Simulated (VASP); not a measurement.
# KI (Fm-3m) in VASP: a series of runs

KI is run at these levels: PBE, LDA, PBEsol; tasks: single point.

All numbers are computed with VASP 6.6.1; they aren't measurements. Logs are shortened: lines on timing, memory, paths and dates and some standing lists are left out, and cuts for length are marked.

## Step 1: The cell of the first run

It takes space group Fm-3m (No. 225, cubic). Conventional cell: a = 7.089 Å, b = 7.089 Å, c = 7.089 Å, α = 90.00°, β = 90.00°, γ = 90.00°. Within 4.7 Å of K (site symmetry m-3m) lie 6 I at 3.54 Å. Within 4.7 Å of I (site symmetry m-3m) lie 6 K at 3.54 Å.

## Step 2: Single point, PBE

Input file INCAR:

```
SYSTEM = KI
  PREC = Accurate
  ENCUT = 500
  EDIFF = 1E-6
  ISMEAR = 0
  SIGMA = 0.01
  LREAL = .FALSE.
  LASPH = .TRUE.
  NELM = 120
  ALGO = Normal
  ISIF = 2
  LWAVE = .FALSE.
  LCHARG = .FALSE.
  GGA = PE
  NBANDS = 15
  GGA_COMPAT = .FALSE.
```

Input file KPOINTS:

```
Automatic mesh
0
G
  4 4 4
  0 0 0
```

Input file POSCAR:

```
KI
1.0
    0.0000000000      3.5444850600      3.5444850600
    3.5444850600      0.0000000000      3.5444850600
    3.5444850600      3.5444850600      0.0000000000
K I
1 1
Direct
    0.0000000000      0.0000000000      0.0000000000
    0.5000000000      0.5000000000      0.5000000000
```

Potentials or basis: VASP PAW PBE potentials, release 64 (K_sv, I).

On the command line:

```bash
> cat potpaw_PBE.64/K_sv/POTCAR potpaw_PBE.64/I/POTCAR > POTCAR
> mpirun -np 1 vasp_std > vasp.out
```

OUTCAR:

```text
SYSTEM = KI
   PREC = Accurate
   ENCUT = 500
   EDIFF = 1E-6
   ISMEAR = 0
   LREAL = .FALSE.
   LASPH = .TRUE.
   NELM = 120
   ISIF = 2
   GGA = PE

 ion  position               nearest neighbor table
   1  0.000  0.000  0.000-   2 3.54   2 3.54   2 3.54   2 3.54   2 3.54   2 3.54
   2  0.500  0.500  0.500-   1 3.54   1 3.54   1 3.54   1 3.54   1 3.54   1 3.54

  LATTYP: Found a face centered cubic cell.
 ALAT       =     7.0889701200

  Lattice vectors:

 A1 = (   0.0000000000,   3.5444850600,   3.5444850600)
 A2 = (   3.5444850600,   0.0000000000,   3.5444850600)
 A3 = (   3.5444850600,   3.5444850600,   0.0000000000)

Analysis of symmetry for initial positions (statically):
=====================================================================
 Subroutine PRICEL returns:
 Original cell was already a primitive cell.

 Routine SETGRP: Setting up the symmetry group for a
 face centered cubic supercell.

 Subroutine GETGRP returns: Found 48 space group operations
 (whereof 48 operations were pure point group operations)
 out of a pool of 48 trial point group operations.

The static configuration has the point symmetry O_h .

Analysis of symmetry for dynamics (positions and initial velocities):
=====================================================================
 Subroutine PRICEL returns:
 Original cell was already a primitive cell.

 Routine SETGRP: Setting up the symmetry group for a
 face centered cubic supercell.

 Subroutine GETGRP returns: Found 48 space group operations
 (whereof 48 operations were pure point group operations)
 out of a pool of 48 trial point group operations.

The dynamic configuration has the point symmetry O_h .

 Subroutine INISYM returns: Found 48 space group operations
 (whereof 48 operations are pure point group operations),
 and found     1 'primitive' translations

----------------------------------------------------------------------------------------

                                     Primitive cell

  volume of cell :      89.0614

  direct lattice vectors                    reciprocal lattice vectors
     0.000000000  3.544485060  3.544485060    -0.141064214  0.141064214  0.141064214
     3.544485060  0.000000000  3.544485060     0.141064214 -0.141064214  0.141064214
     3.544485060  3.544485060  0.000000000     0.141064214  0.141064214 -0.141064214

  length of vectors
     5.012658843  5.012658843  5.012658843     0.244330386  0.244330386  0.244330386

  position of ions in fractional coordinates (direct lattice)
     0.000000000  0.000000000  0.000000000
     0.500000000  0.500000000  0.500000000

  ion indices of the primitive-cell ions
   primitive index   ion index
                 1           1
                 2           2

----------------------------------------------------------------------------------------

 KPOINTS: Automatic mesh

Automatic generation of k-mesh.
 Grid dimensions read from file:
 generate k-points for:    4    4    4

 Generating k-lattice:

  Cartesian coordinates                     Fractional coordinates (reciprocal lattice)
    -0.035266054  0.035266054  0.035266054     0.250000000  0.000000000  0.000000000
     0.035266054 -0.035266054  0.035266054     0.000000000  0.250000000  0.000000000
     0.035266054  0.035266054 -0.035266054     0.000000000  0.000000000  0.250000000

  Length of vectors
     0.061082597  0.061082597  0.061082597

  Shift w.r.t. Gamma in fractional coordinates (k-lattice)
     0.000000000  0.000000000  0.000000000

 Subroutine IBZKPT returns following result:
 ===========================================

 Found      8 irreducible k-points:

 Following reciprocal coordinates:
            Coordinates               Weight
  0.000000  0.000000  0.000000      1.000000
  0.250000  0.000000  0.000000      8.000000
  0.500000  0.000000  0.000000      4.000000
  0.250000  0.250000  0.000000      6.000000
  0.500000  0.250000  0.000000     24.000000
 -0.250000  0.250000  0.000000     12.000000
  0.500000  0.500000  0.000000      3.000000
 -0.250000  0.500000  0.250000      6.000000
   k-points           NKPTS =      8   k-points in BZ     NKDIM =      8   number of bands    NBANDS=     15
   number of dos      NEDOS =    301   number of ions     NIONS =      2
   total plane-waves  NPLWV =  64000
   dimension x,y,z NGX =    40 NGY =   40 NGZ =   40
   dimension x,y,z NGXF=    80 NGYF=   80 NGZF=   80
   ions per type =               1   1
   NGX,Y,Z   is equivalent  to a cutoff of  13.27, 13.27, 13.27 a.u.
   NGXF,Y,Z  is equivalent  to a cutoff of  26.53, 26.53, 26.53 a.u.
 SYSTEM =  KI
   PREC   = accura    normal or accurate (medium, high low for compatibility)
   ISTART =      0    job   : 0-new  1-cont  2-samecut
   ICHARG =      2    charge: 1-file 2-atom 10-const
   ISPIN  =      1    spin polarized calculation?
   LNONCOLLINEAR =      F non collinear calculations
   LSORBIT =      F    spin-orbit coupling
   LASPH  =      T    aspherical Exc in radial PAW
   ENCUT  =  500.0 eV  36.75 Ry    6.06 a.u.   9.14  9.14  9.14*2*pi/ulx,y,z
   NELM   =    120;   NELMIN=  2; NELMDL= -5     # of ELM steps
   EDIFF  = 0.1E-05   stopping-criterion for ELM
   LREAL  =      F    real-space projection
   EDIFFG = 0.1E-04   stopping-criterion for IOM
   NSW    =      0    number of steps for IOM
   IBRION =     -1    ionic relax: 0-MD 1-quasi-New 2-CG
   NFREE  =      0    steps in history (QN), initial steepest desc. (CG)
   ISIF   =      2    stress and relaxation
   ISYM   =      2    0-nonsym 1-usesym 2-fastsym
   POTIM  = 0.5000    time-step for ionic-motion
   TEBEG  =    0.0;   TEEND  =   0.0 temperature during run
   PSTRESS=    0.0 pullay stress
   NELECT =      16.0000    total number of electrons
   NUPDOWN=      -1.0000    fix difference up-down
   EMIN   =  10.00;   EMAX   =-10.00  energy-range for DOS
   EFERMI =   0.00;   METHOD = LEGACY
   ISMEAR =     0;   SIGMA  =   0.01  broadening in eV -4-tet -1-fermi 0-gaus
   EFERMI_NEDOS =   21; number of points for ismear=-14 and -15
   IALGO  =     38    algorithm
   IMIX   =      4    mixing-type and parameters
     AMIX     =   0.40;   BMIX     =  1.00
     AMIX_MAG =   1.60;   BMIX_MAG =  1.00
  volume/ion in A,a.u.               =      44.53       300.51
  Fermi-wavevector in a.u.,A,eV,Ry     =   0.923744  1.745623 11.609894  0.853303
  Thomas-Fermi vector in A             =   2.049414
   LORBIT       =      0    0 simple, 1 ext, 2 COOP (PROOUT), +10 PAW based schemes
   GGA     = PE    functional components
   LHFCALC =     F    Hartree Fock is set to
   AEXX    =    0.0000 exact exchange contribution
   IVDW    =     0    specifies the selected vdW correction
   LEPSILON=     F    determine dielectric tensor
   LRPA    =     F    only Hartree local field effects (RPA)
 non-spin polarized calculation
 Gauss-broadening in eV      SIGMA  =   0.01
  energy-cutoff  :      500.00
  volume of cell :       89.06
 maximum number of plane-waves:      2276
 NGX is ok and might be reduce to    40
   NGX = 19   NGY = 19   NGZ = 19

 number of electron      15.9999999 magnetization

 Free energy of the ion-electron system (eV)
  ---------------------------------------------------
  ext. energy  EPLUGINS =         0.00000000
  ---------------------------------------------------
  free energy    TOTEN  =        -5.55853709 eV

  energy without entropy =       -5.55853709  energy(sigma->0) =       -5.55853709

 E-fermi :  -0.3214     XC(G=0):  -7.1386

 val. band max:       -0.4660240851   @ k =   0.0000   0.0000   0.0000
 cond. band min:       3.4733183375   @ k =   0.0000   0.0000   0.0000
 fundamental gap:      3.9393424225
 Fermi energy:        -0.3214168587

 k-point     1 :       0.0000    0.0000    0.0000
  band No.  band energies     occupation
      1     -28.9871      2.00000
      2     -12.4732      2.00000
      3     -12.4732      2.00000
      4     -12.4732      2.00000
      5     -10.9531      2.00000
      6      -0.4660      2.00000
      7      -0.4660      2.00000
      8      -0.4660      2.00000
      9       3.4733      0.00000
     10       6.0341      0.00000
     11       6.0341      0.00000
     12       6.0341      0.00000
     13       6.7444      0.00000
     14       6.7444      0.00000
     15       9.3103      0.00000

 k-point     2 :       0.2500    0.0000    0.0000
  band No.  band energies     occupation
      1     -28.9861      2.00000
      2     -12.5466      2.00000
      3     -12.4743      2.00000
      4     -12.4743      2.00000
      5     -10.8175      2.00000
      6      -1.2124      2.00000
      7      -0.6377      2.00000
      8      -0.6377      2.00000
      9       4.5658      0.00000
     10       6.0962      0.00000
     11       6.6369      0.00000
     12       6.6369      0.00000
     13       7.4311      0.00000
     14       7.4311      0.00000
     15       9.7896      0.00000

 k-point     3 :       0.5000    0.0000    0.0000
  band No.  band energies     occupation
      1     -28.9851      2.00000
      2     -12.6110      2.00000
      3     -12.4755      2.00000
      4     -12.4755      2.00000
      5     -10.6886      2.00000
      6      -1.7632      2.00000
      7      -0.7937      2.00000
      8      -0.7937      2.00000
      9       5.0460      0.00000
     10       7.2146      0.00000
     11       7.6572      0.00000
     12       7.6572      0.00000
     13       8.2204      0.00000
     14       8.2204      0.00000
     15       8.7983      0.00000
[... 55 lines left out ...]
 k-point     7 :       0.5000    0.5000    0.0000
  band No.  band energies     occupation
      1     -28.9845      2.00000
      2     -12.5164      2.00000
      3     -12.4907      2.00000
      4     -12.4907      2.00000
      5     -10.8138      2.00000
      6      -1.4480      2.00000
      7      -0.8270      2.00000
      8      -0.8270      2.00000
      9       4.4841      0.00000
     10       5.2763      0.00000
     11       7.6187      0.00000
     12       8.2154      0.00000
     13       8.2916      0.00000
     14       9.1239      0.00000
     15       9.1239      0.00000

 k-point     8 :      -0.2500    0.5000    0.2500
  band No.  band energies     occupation
      1     -28.9845      2.00000
      2     -12.5205      2.00000
      3     -12.5035      2.00000
      4     -12.5035      2.00000
      5     -10.7589      2.00000
      6      -1.1815      2.00000
      7      -1.1815      2.00000
      8      -1.0535      2.00000
      9       5.9932      0.00000
     10       5.9932      0.00000
     11       6.1419      0.00000
     12       7.6865      0.00000
     13       8.3314      0.00000
     14       9.1553      0.00000
     15       9.5104      0.00000

------------------------ aborting loop because EDIFF is reached ----------------------------------------

  FORCE on cell =-STRESS in cart. coord.  units (eV):
  Direction    XX          YY          ZZ          XY          YZ          ZX
  --------------------------------------------------------------------------------------
  -------------------------------------------------------------------------------------
  Total        0.2776312      0.2776312      0.2776312      0.0000000     -0.0000000      0.0000000
  in kB        4.9944700      4.9944700      4.9944700      0.0000000     -0.0000000      0.0000000
  external PRESSURE =       4.9944700 kB  Pullay stress =       0.0000000 kB

 VOLUME and BASIS-vectors are now :
 -----------------------------------------------------------------------------
  energy-cutoff  :      500.00
  volume of cell :       89.06
      direct lattice vectors                 reciprocal lattice vectors
     0.000000000  3.544485060  3.544485060    -0.141064214  0.141064214  0.141064214
     3.544485060  0.000000000  3.544485060     0.141064214 -0.141064214  0.141064214
     3.544485060  3.544485060  0.000000000     0.141064214  0.141064214 -0.141064214

 POSITION                                       TOTAL-FORCE (eV/Angst)
 -----------------------------------------------------------------------------------
      0.00000      0.00000      0.00000        -0.000000     -0.000000      0.000000
      3.54449      3.54449      3.54449         0.000000      0.000000     -0.000000
 -----------------------------------------------------------------------------------
    total drift:                                0.000000     -0.000000     -0.000000

  FREE ENERGIE OF THE ION-ELECTRON SYSTEM (eV)
  ---------------------------------------------------
  free  energy   TOTEN  =        -5.5585370901 eV

  energy  without entropy=       -5.5585370901  energy(sigma->0) =       -5.55853709
```

Run time: 12 s. Hardware: 1 thread of AMD EPYC 7R43 (Zen 3), shared host; peak memory 0.2 GiB.

What came out:

| Quantity | Value |
| --- | --- |
| Free energy | -5.5585 eV |
| Pressure | 0.5 GPa |
| Band gap on the k mesh | 3.94 eV, direct |

Levels at points of the mesh, in eV from the valence-band top:
```tsv
k point	band 5	band 6	band 7	band 8	band 9	band 10	band 11	band 12
(0.00, 0.00, 0.00)	-10.49	0.00	0.00	0.00	3.94	6.50	6.50	6.50
(0.50, 0.00, 0.00)	-10.22	-1.30	-0.33	-0.33	5.51	7.68	8.12	8.12
(0.50, 0.50, 0.00)	-10.35	-0.98	-0.36	-0.36	4.95	5.74	8.08	8.68
```

Caveat: spin-orbit coupling is left out, which moves the levels of the heavy elements. As with any semilocal functional, this PBE gap is likely too small.

## Step 3: Single point, LDA

This run uses another cell than the first one, of 39.73 Å³/atom, 0.892 times its volume.

Input file INCAR:

```
  PREC = Accurate
  ENCUT = 500
  EDIFF = 1E-6
  ISMEAR = -1
  SIGMA = 0.02
  LREAL = False
  LASPH = True
  NELM = 120
  ALGO = Normal
  ISIF = 2
  LWAVE = False
  LCHARG = False
  GGA = CA
  NBANDS = 15
  GGA_COMPAT = False
```

Input file KPOINTS:

```
Automatic mesh
0
Gamma
  6 6 6
```

Input file POSCAR:

```
KI
1.0
    0.0000000000      3.4121967242      3.4121967242
    3.4121967242      0.0000000000      3.4121967242
    3.4121967242      3.4121967242      0.0000000000
K I
1 1
Direct
    0.0000000000      0.0000000000      0.0000000000
    0.5000000000      0.5000000000      0.5000000000
```

Potentials or basis: VASP PAW LDA potentials, release 64 (K_sv, I).

On the command line:

```bash
> cat potpaw_LDA.64/K_sv/POTCAR potpaw_LDA.64/I/POTCAR > POTCAR
> mpirun -np 1 vasp_std > vasp.out
```

Run time: 14 s. Hardware: 1 thread of AMD EPYC 7R43 (Zen 3), shared host; peak memory 0.15 GiB.

The run converged. Its results:

- Free energy: -6.1661 eV
- Pressure: 0.0 GPa
- Band gap on the k mesh: 3.87 eV, direct

Levels at points of the mesh, in eV from the valence-band top:
```csv
k point,band 4,band 5,band 6,band 7,band 8,band 9,band 10,band 11,band 12,band 13
"(0.00, 0.00, 0.00)",-11.73,-10.74,0.00,0.00,0.00,3.87,6.22,6.22,6.22,7.05
"(0.50, 0.00, 0.00)",-11.73,-10.26,-1.65,-0.45,-0.45,5.36,7.72,8.18,8.18,8.63
"(0.50, 0.50, 0.00)",-11.76,-10.55,-1.21,-0.44,-0.44,4.49,5.73,8.04,8.85,9.04
```

Caveat: spin-orbit coupling is left out, which moves the levels of the heavy elements.

## Step 4: Single point, PBEsol

This run uses another cell than the first one, of 43.04 Å³/atom, 0.966 times its volume.

Input file INCAR:

```
SYSTEM = KI
PREC     = Accurate       ! precision mode
ENCUT    = 500            ! plane-wave cutoff, eV
EDIFF    = 1E-6           ! SCF threshold, eV
ISMEAR   = -1             ! smearing method
SIGMA    = 0.02           ! smearing width, eV
LREAL    = .False.        ! projectors in reciprocal space
LASPH    = .True.         ! aspherical terms in the spheres
NELM     = 120            ! most SCF steps
ALGO     = Normal         ! electronic algorithm
ISIF     = 2              ! what is computed and relaxed
LWAVE    = .False.        ! write WAVECAR
LCHARG   = .True.         ! write CHGCAR
GGA      = PS             ! functional
LELF     = .True.         ! ELF
LVHAR    = .True.       
NBANDS   = 15             ! bands
GGA_COMPAT= .False.
```

Input file KPOINTS:

```
Automatic mesh
0
Gamma
  6 6 6
  0 0 0
```

Input file POSCAR:

```
KI
1.0
    0.0000000000      3.5044117579      3.5044117579
    3.5044117579      0.0000000000      3.5044117579
    3.5044117579      3.5044117579      0.0000000000
K I
1 1
Direct
    0.0000000000      0.0000000000      0.0000000000
    0.5000000000      0.5000000000      0.5000000000
```

Potentials or basis: VASP PAW PBE potentials, release 64 (K_sv, I).

On the command line:

```bash
> cat potpaw_PBE.64/K_sv/POTCAR potpaw_PBE.64/I/POTCAR > POTCAR
> mpirun -np 1 vasp_std > vasp.out
```

Run time: 17 s. Hardware: 1 thread of AMD EPYC 7R43 (Zen 3), shared host; peak memory 0.18 GiB.

Results (log left out):

```yaml
Free_energy: -5.8160 eV
Pressure: 0.0 GPa
Band_gap_on_the_k_mesh: 3.86 eV, direct
```

Levels at points of the mesh, in eV from the valence-band top:
```tsv
k point	band 6	band 7	band 8	band 9	band 10	band 11
(0.00, 0.00, 0.00)	0.00	0.00	0.00	3.86	6.41	6.41
(0.50, 0.00, 0.00)	-1.41	-0.36	-0.36	5.41	7.68	8.11
(0.50, 0.50, 0.00)	-1.06	-0.39	-0.39	4.78	5.73	8.10
```

Caveat: the PAW data sets were made with another functional, which shifts forces and pressure a little; spin-orbit coupling is left out, which moves the levels of the heavy elements.

## Step 5: Single point, PBE

Input file INCAR:

```
SYSTEM = KI
PREC = Accurate
ENCUT = 500
EDIFF = 1E-6
ISMEAR = -1
SIGMA = 0.02
LREAL = .False.
LASPH = .True.
NELM = 120
ALGO = Normal
ISIF = 2
LWAVE = .False.
LCHARG = .True.
GGA = PE
LELF = .True.
LVHAR = .True.
NBANDS = 15
GGA_COMPAT = .False.
```

KPOINTS is that of step 4.

Input file POSCAR:

```
KI
1.0
    0.0000000000      3.5444850600      3.5444850600
    3.5444850600      0.0000000000      3.5444850600
    3.5444850600      3.5444850600      0.0000000000
K I
1 1
Direct
    0.0000000000      0.0000000000      0.0000000000
    0.5000000000      0.5000000000      0.5000000000
```

On the command line:

```bash
> cat potpaw_PBE.64/K_sv/POTCAR potpaw_PBE.64/I/POTCAR > POTCAR
> mpirun -np 1 vasp_std > vasp.out
```

It took 21 s on 1 thread of AMD EPYC 7R43 (Zen 3), shared host; peak memory 0.21 GiB.

The run converged. Its results:

- Free energy: -5.5594 eV
- Pressure: 0.5 GPa
- Band gap on the k mesh: 3.94 eV, direct

Levels at points of the mesh, in eV from the valence-band top:
```tsv
k point	band 6	band 7	band 8	band 9	band 10	band 11
(0.00, 0.00, 0.00)	0.00	0.00	0.00	3.94	6.50	6.50
(0.50, 0.00, 0.00)	-1.30	-0.33	-0.33	5.51	7.68	8.12
(0.50, 0.50, 0.00)	-0.98	-0.36	-0.36	4.95	5.74	8.09
```

Caveat: spin-orbit coupling is left out, which moves the levels of the heavy elements.

## Step 6: The runs side by side

| level | potentials or basis | cell | k mesh | smearing | gap on the mesh (eV) | pressure (GPa) |
| --- | --- | --- | --- | --- | --- | --- |
| PBE | VASP PAW PBE potentials, release 64 (K_sv, I) | a = 5.013 Å, angles 60.0°, 2 atoms | 4 × 4 × 4 | gaussian 0.01 eV | 3.94 | 0.5 |
| LDA | VASP PAW LDA potentials, release 64 (K_sv, I) | a = 4.826 Å, angles 60.0°, 2 atoms | 6 × 6 × 6 | fermi-dirac 0.02 eV | 3.87 | 0.0 |
| PBEsol | VASP PAW PBE potentials, release 64 (K_sv, I) | a = 4.956 Å, angles 60.0°, 2 atoms | 6 × 6 × 6 | fermi-dirac 0.02 eV | 3.86 | 0.0 |
| PBE | VASP PAW PBE potentials, release 64 (K_sv, I) | a = 5.013 Å, angles 60.0°, 2 atoms | 6 × 6 × 6 | fermi-dirac 0.02 eV | 3.94 | 0.5 |

Alike in all rows: task single point; no spin polarisation; cutoff (eV) 500.

Caveats: spin-orbit coupling is left out, which moves the levels of the heavy elements; the PAW data sets were made with another functional, which shifts forces and pressure a little (some runs).

Absolute energies hang on the potentials; compare differences alone.
